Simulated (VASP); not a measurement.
Wanted: the native input for a VASP 6.6.1 run.

```yaml
Task: single point
Functional: PBE
Potentials_or_basis: VASP PAW PBE potentials, release 64 (Br, Cu, Cl)
Cutoff: 520 eV
k_mesh: 8 × 8 × 8
Occupations: fermi-dirac, width 0.05 eV
Spin: no spin polarisation
Dipole_correction: no
Further_INCAR_settings: ALGO = Normal; EDIFF = 1e-06; NBANDS = 26
```

The structure of Cu2BrCl lies in POSCAR:

```
Cu2BrCl
1.0
    1.8430564904      1.0640891609      6.0069201274
   -1.8430564904      1.0640891609      6.0069201274
    0.0000000000     -2.1281783217      6.0069201274
Br Cu Cl
1 2 1
Direct
    0.0000000000      0.0000000000      0.0000000000
    0.7516030000      0.7516030000      0.7516030000
    0.2483970000      0.2483970000      0.2483970000
    0.5000000000      0.5000000000      0.5000000000
```

The input as run:

INCAR

```
PREC = Accurate ; ENCUT = 520
EDIFF = 1E-6 ; ISMEAR = -1
SIGMA = 0.05 ; LREAL = F
LASPH = T ; NELM = 80
ALGO = Normal ; ISIF = 2
LWAVE = F ; LCHARG = F
GGA = PE ; NBANDS = 26
```

KPOINTS

```
regular mesh
0
Gamma
  8 8 8
```

Potentials or basis: VASP PAW PBE potentials, release 64 (Br, Cu, Cl).

Run with:

```console
$ cat potpaw_PBE.64/Br/POTCAR potpaw_PBE.64/Cu/POTCAR potpaw_PBE.64/Cl/POTCAR > POTCAR
$ mpirun -np 1 vasp_std > vasp.out
```

Results of the run:

```yaml
Pressure: 2.3 GPa
Largest_force: 0.129 eV/Å
Band_gap_on_the_k_mesh: 0.25 eV
```

Caveat: semilocal functionals underestimate gaps, and a narrow one can read as zero.

It took 9.5 min on 1 thread of Oxide Virtual Turin-like Processor, with other jobs on the host, peak memory 0.35 GiB.
